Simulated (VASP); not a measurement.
# WC (P-6m2) in VASP: single point with PBEsol

Aim: the single point of WC with PBEsol.

Program: VASP 6.6.1. These are calculated values, not measurements. Logs are shortened: lines on timing, memory, paths and dates and some standing lists are left out, and cuts for length are marked.

**1. The cell of the first run**

It takes space group P-6m2 (No. 187, hexagonal). Conventional cell: a = 2.899 Å, b = 2.899 Å, c = 2.828 Å, α = 90.00°, β = 90.00°, γ = 120.00°. Within 2.9 Å of W (site symmetry -6m2) lie 6 C at 2.19 Å and 8 W at 2.83 to 2.90 Å. C (site symmetry -6m2) has 6 W at 2.19 Å and 8 C at 2.83 to 2.90 Å within 2.9 Å.

**2. Single point, PBEsol**

Contents of INCAR:

```
SYSTEM = WC
PREC = Accurate ; ENCUT = 520
EDIFF = 1E-6 ; ISMEAR = 0
SIGMA = 0.15 ; LREAL = .False.
LASPH = .True. ; NELM = 80
ALGO = Normal ; ISIF = 2
LWAVE = .False. ; LCHARG = .True.
GGA = PS ; LELF = .True.
LVHAR = .True. ; NBANDS = 16
```

Contents of KPOINTS:

```
Automatic mesh
0
Gamma
  12 12 12
  0 0 0
```

Contents of POSCAR:

```
WC
1.0
    2.8987269201     -0.0000044833      0.0000042014
   -1.4493673427      2.5103732883     -0.0000032362
    0.0000040987     -0.0000012791      2.8275940181
W C
1 1
Direct
   -0.0000000543      0.0000002093      0.0000006796
    0.6666667210      0.3333331240      0.4999993204
```

Potentials or basis: VASP PAW PBE potentials, release 64 (W_sv, C).

On the command line:

```sh
cat potpaw_PBE.64/W_sv/POTCAR potpaw_PBE.64/C/POTCAR > POTCAR
mpirun -np 1 vasp_std > vasp.out
```

OUTCAR:

```text
SYSTEM = WC
   PREC = Accurate
   ENCUT = 520
   EDIFF = 1E-6
   ISMEAR = 0
   LREAL = .False.
   LASPH = .True.
   NELM = 80
   ISIF = 2
   GGA = PS

 ion  position               nearest neighbor table
   1  1.000  0.000  0.000-   2 2.19   2 2.19   2 2.19   2 2.19   2 2.19   2 2.19
   2  0.667  0.333  0.500-   1 2.19   1 2.19   1 2.19   1 2.19   1 2.19   1 2.19

  LATTYP: Found a hexagonal cell.
 ALAT       =     2.8987269201
 C/A-ratio  =     0.9754606405

  Lattice vectors:

 A1 = (   2.8987269201,  -0.0000044833,   0.0000042014)
 A2 = (  -1.4493673427,   2.5103732883,  -0.0000032362)
 A3 = (   0.0000040987,  -0.0000012791,   2.8275940181)

Analysis of symmetry for initial positions (statically):
=====================================================================
 Subroutine PRICEL returns:
 Original cell was already a primitive cell.

 Routine SETGRP: Setting up the symmetry group for a
 hexagonal supercell.

 Subroutine GETGRP returns: Found 12 space group operations
 (whereof 12 operations were pure point group operations)
 out of a pool of 24 trial point group operations.

The static configuration has the point symmetry D_3h.

Analysis of symmetry for dynamics (positions and initial velocities):
=====================================================================
 Subroutine PRICEL returns:
 Original cell was already a primitive cell.

 Routine SETGRP: Setting up the symmetry group for a
 hexagonal supercell.

 Subroutine GETGRP returns: Found 12 space group operations
 (whereof 12 operations were pure point group operations)
 out of a pool of 24 trial point group operations.

The dynamic configuration has the point symmetry D_3h.

 Subroutine INISYM returns: Found 12 space group operations
 (whereof 12 operations are pure point group operations),
 and found     1 'primitive' translations

----------------------------------------------------------------------------------------

                                     Primitive cell

  volume of cell :      20.5761

  direct lattice vectors                    reciprocal lattice vectors
     2.898726920 -0.000004483  0.000004201     0.344979338  0.199174277 -0.000000410
    -1.449367343  2.510373288 -0.000003236     0.000000616  0.398347488  0.000000180
     0.000004099 -0.000001279  2.827594018    -0.000000513  0.000000160  0.353657560

  length of vectors
     2.898726920  2.898730712  2.827594018     0.398348009  0.398347488  0.353657560

  position of ions in fractional coordinates (direct lattice)
     0.999999946  0.000000209  0.000000680
     0.666666721  0.333333124  0.499999320

  ion indices of the primitive-cell ions
   primitive index   ion index
                 1           1
                 2           2

----------------------------------------------------------------------------------------

 KPOINTS: Automatic mesh

Automatic generation of k-mesh.
 Grid dimensions read from file:
 generate k-points for:   12   12   12

 Generating k-lattice:

  Cartesian coordinates                     Fractional coordinates (reciprocal lattice)
     0.028748278  0.016597856 -0.000000034     0.083333333  0.000000000  0.000000000
     0.000000051  0.033195624  0.000000015    -0.000000000  0.083333333  0.000000000
    -0.000000043  0.000000013  0.029471463     0.000000000  0.000000000  0.083333333

  Length of vectors
     0.033195667  0.033195624  0.029471463

  Shift w.r.t. Gamma in fractional coordinates (k-lattice)
     0.000000000  0.000000000  0.000000000

 Subroutine IBZKPT returns following result:
 ===========================================

 Found    133 irreducible k-points:

 Following reciprocal coordinates:
            Coordinates               Weight
  0.000000  0.000000  0.000000      1.000000
  0.083333  0.000000  0.000000      6.000000
  0.166667 -0.000000  0.000000      6.000000
  0.250000 -0.000000  0.000000      6.000000
  0.333333 -0.000000  0.000000      6.000000
  0.416667  0.000000  0.000000      6.000000
[... 16 lines left out ...]
  0.250000  0.000000  0.083333     12.000000
  0.333333 -0.000000  0.083333     12.000000
 [... further k-points ...]
   k-points           NKPTS =    133   k-points in BZ     NKDIM =    133   number of bands    NBANDS=     16
   number of dos      NEDOS =    301   number of ions     NIONS =      2
   total plane-waves  NPLWV =  13824
   dimension x,y,z NGX =    24 NGY =   24 NGZ =   24
   dimension x,y,z NGXF=    48 NGYF=   48 NGZF=   48
   ions per type =               1   1
   NGX,Y,Z   is equivalent  to a cutoff of  13.76, 13.76, 14.11 a.u.
   NGXF,Y,Z  is equivalent  to a cutoff of  27.53, 27.53, 28.22 a.u.
 SYSTEM =  WC
   PREC   = accura    normal or accurate (medium, high low for compatibility)
   ISTART =      0    job   : 0-new  1-cont  2-samecut
   ICHARG =      2    charge: 1-file 2-atom 10-const
   ISPIN  =      1    spin polarized calculation?
   LNONCOLLINEAR =      F non collinear calculations
   LSORBIT =      F    spin-orbit coupling
   LASPH  =      T    aspherical Exc in radial PAW
   ENCUT  =  520.0 eV  38.22 Ry    6.18 a.u.   5.39  5.39  5.26*2*pi/ulx,y,z
   NELM   =     80;   NELMIN=  2; NELMDL= -5     # of ELM steps
   EDIFF  = 0.1E-05   stopping-criterion for ELM
   LREAL  =      F    real-space projection
   EDIFFG = 0.1E-04   stopping-criterion for IOM
   NSW    =      0    number of steps for IOM
   IBRION =     -1    ionic relax: 0-MD 1-quasi-New 2-CG
   NFREE  =      0    steps in history (QN), initial steepest desc. (CG)
   ISIF   =      2    stress and relaxation
   ISYM   =      2    0-nonsym 1-usesym 2-fastsym
   POTIM  = 0.5000    time-step for ionic-motion
   TEBEG  =    0.0;   TEEND  =   0.0 temperature during run
   PSTRESS=    0.0 pullay stress
   NELECT =      18.0000    total number of electrons
   NUPDOWN=      -1.0000    fix difference up-down
   EMIN   =  10.00;   EMAX   =-10.00  energy-range for DOS
   EFERMI =   0.00;   METHOD = LEGACY
   ISMEAR =     0;   SIGMA  =   0.15  broadening in eV -4-tet -1-fermi 0-gaus
   EFERMI_NEDOS =   21; number of points for ismear=-14 and -15
   IALGO  =     38    algorithm
   IMIX   =      4    mixing-type and parameters
     AMIX     =   0.40;   BMIX     =  1.00
     AMIX_MAG =   1.60;   BMIX_MAG =  1.00
  volume/ion in A,a.u.               =      10.29        69.43
  Fermi-wavevector in a.u.,A,eV,Ry     =   1.565711  2.958765 33.354010  2.451451
  Thomas-Fermi vector in A             =   2.668147
   LORBIT       =      0    0 simple, 1 ext, 2 COOP (PROOUT), +10 PAW based schemes
   GGA     = PS    functional components
   LHFCALC =     F    Hartree Fock is set to
   AEXX    =    0.0000 exact exchange contribution
   IVDW    =     0    specifies the selected vdW correction
   LEPSILON=     F    determine dielectric tensor
   LRPA    =     F    only Hartree local field effects (RPA)
 non-spin polarized calculation
 Gauss-broadening in eV      SIGMA  =   0.15
  energy-cutoff  :      520.00
  volume of cell :       20.58
 maximum number of plane-waves:       575
 NGX is ok and might be reduce to    24
   NGX = 11   NGY = 11   NGZ = 11

 number of electron      17.9999997 magnetization

 Free energy of the ion-electron system (eV)
  ---------------------------------------------------
  ext. energy  EPLUGINS =         0.00000000
  ---------------------------------------------------
  free energy    TOTEN  =       -23.90271889 eV

  energy without entropy =      -23.90031573  energy(sigma->0) =      -23.90151731

 E-fermi :  11.0429     XC(G=0): -13.9754

 val. band max:       11.0044140068   @ k =   0.0833  -0.0000   0.3333
 cond. band min:      11.1476776141   @ k =   0.0833   0.0833   0.4167
 fundamental gap:      0.1432636073
 Fermi energy:        11.0428877827

 k-point     1 :       0.0000    0.0000    0.0000
  band No.  band energies     occupation
      1     -62.8647      2.00000
      2     -26.8498      2.00000
      3     -26.7459      2.00000
      4     -26.7459      2.00000
      5      -3.4402      2.00000
      6       6.6748      2.00000
[... 8 lines left out ...]
     15      25.4439      0.00000
     16      27.8323      0.00000

 k-point     2 :       0.0833    0.0000    0.0000
  band No.  band energies     occupation
      1     -62.8607      2.00000
      2     -26.8421      2.00000
      3     -26.8057      2.00000
      4     -26.7594      2.00000
      5      -3.2548      2.00000
      6       6.7212      2.00000
[... 8 lines left out ...]
     15      25.0800      0.00000
     16      28.2204      0.00000

 k-point     3 :       0.1667   -0.0000    0.0000
  band No.  band energies     occupation
      1     -62.8496      2.00000
      2     -26.9663      2.00000
      3     -26.8210      2.00000
      4     -26.7960      2.00000
      5      -2.7312      2.00000
      6       6.3148      2.00000
[... 8 lines left out ...]
     15      24.7503      0.00000
     16      29.2867      0.00000

 k-point     4 :       0.2500   -0.0000    0.0000
  band No.  band energies     occupation
      1     -62.8343      2.00000
      2     -27.1799      2.00000
      3     -26.8457      2.00000
      4     -26.7921      2.00000
      5      -1.9622      2.00000
      6       5.4836      2.00000
[... 8 lines left out ...]
     15      25.1130      0.00000
     16      29.3900      0.00000
[... 324 lines left out ...]
 k-point    22 :       0.1667   -0.0000    0.0833
  band No.  band energies     occupation
      1     -62.8467      2.00000
      2     -26.9615      2.00000
      3     -26.8737      2.00000
      4     -26.7911      2.00000
      5      -2.5762      2.00000
      6       6.3876      2.00000
[... 8 lines left out ...]
     15      24.6287      0.00000
     16      29.1670      0.00000

 k-point    23 :       0.2500    0.0000    0.0833
  band No.  band energies     occupation
      1     -62.8315      2.00000
      2     -27.1738      2.00000
      3     -26.8441      2.00000
      4     -26.8406      2.00000
      5      -1.8317      2.00000
      6       5.5435      2.00000
[... 8 lines left out ...]
     15      24.8058      0.00000
     16      28.9126      0.00000

 k-point    24 :       0.3333   -0.0000    0.0833
  band No.  band energies     occupation
      1     -62.8162      2.00000
      2     -27.3802      2.00000
      3     -26.8895      2.00000
      4     -26.8140      2.00000
      5      -0.9981      2.00000
      6       4.7411      2.00000
[... 8 lines left out ...]
     15      25.5558      0.00000
     16      27.8452      0.00000

 [... further k-points ...]

------------------------ aborting loop because EDIFF is reached ----------------------------------------

  FORCE on cell =-STRESS in cart. coord.  units (eV):
  Direction    XX          YY          ZZ          XY          YZ          ZX
  --------------------------------------------------------------------------------------
  -------------------------------------------------------------------------------------
  Total        0.1519746      0.1519746      0.1896660     -0.0000005     -0.0000002      0.0000005
  in kB       11.8336647     11.8336637     14.7685465     -0.0000366     -0.0000120      0.0000386
  external PRESSURE =      12.8119583 kB  Pullay stress =       0.0000000 kB

 VOLUME and BASIS-vectors are now :
 -----------------------------------------------------------------------------
  energy-cutoff  :      520.00
  volume of cell :       20.58
      direct lattice vectors                 reciprocal lattice vectors
     2.898726920 -0.000004483  0.000004201     0.344979338  0.199174277 -0.000000410
    -1.449367343  2.510373288 -0.000003236     0.000000616  0.398347488  0.000000180
     0.000004099 -0.000001279  2.827594018    -0.000000513  0.000000160  0.353657560

 POSITION                                       TOTAL-FORCE (eV/Angst)
 -----------------------------------------------------------------------------------
      2.89873     -0.00000      0.00001         0.000000      0.000000     -0.000000
      1.44936      0.83679      1.41380        -0.000000     -0.000000      0.000000
 -----------------------------------------------------------------------------------
    total drift:                                0.000379     -0.000402     -0.001638

  FREE ENERGIE OF THE ION-ELECTRON SYSTEM (eV)
  ---------------------------------------------------
  free  energy   TOTEN  =       -23.9027188870 eV

  energy  without entropy=      -23.9003157287  energy(sigma->0) =      -23.90151731
```

Run time: 29 s. Hardware: 1 thread of Intel Xeon Platinum 8488C (Sapphire Rapids), shared host; peak memory 0.17 GiB.

What came out:

```yaml
Free_energy: -23.9027 eV
Pressure: 1.3 GPa
Band_gap_on_the_k_mesh: zero (bands 9 and 10 overlap by 1.23 eV)
```

Caveat: the PAW data sets were made with another functional, which shifts forces and pressure a little; spin-orbit coupling is left out, which moves the levels of the heavy elements.
